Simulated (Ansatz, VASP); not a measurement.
# One calculation of Pb, two programs

```xyz
1
Lattice="0.0000 2.4946 2.4946 2.4946 0.0000 2.4946 2.4946 2.4946 0.0000" Properties=species:S:1:pos:R:3 pbc="T T T"
Pb    0.0000    0.0000    0.0000
```

Alike in both runs: task single point; functional r2SCAN; k mesh 11 × 11 × 11; occupations gaussian, width 0.6 eV; no spin polarisation.

```csv
,VASP,Ansatz
version,VASP 6.6.1,Ansatz 0.2.0
potentials or method,"VASP PAW PBE potentials, release 64 (Pb_d), cutoff 520 eV","plane waves (500 eV) with PAW, scalar-relativistic"
valence electrons in the cell,14,14
```

|  | VASP | Ansatz | Ansatz less VASP |
| --- | --- | --- | --- |
| pressure (GPa) | 0.3 | 0.3 | +0.01 |

VASP's potentials were made for PBE, not for r2SCAN. The functional is the same, so the differences come from potentials, cutoffs and numerics.

Neither program's run includes spin-orbit coupling.
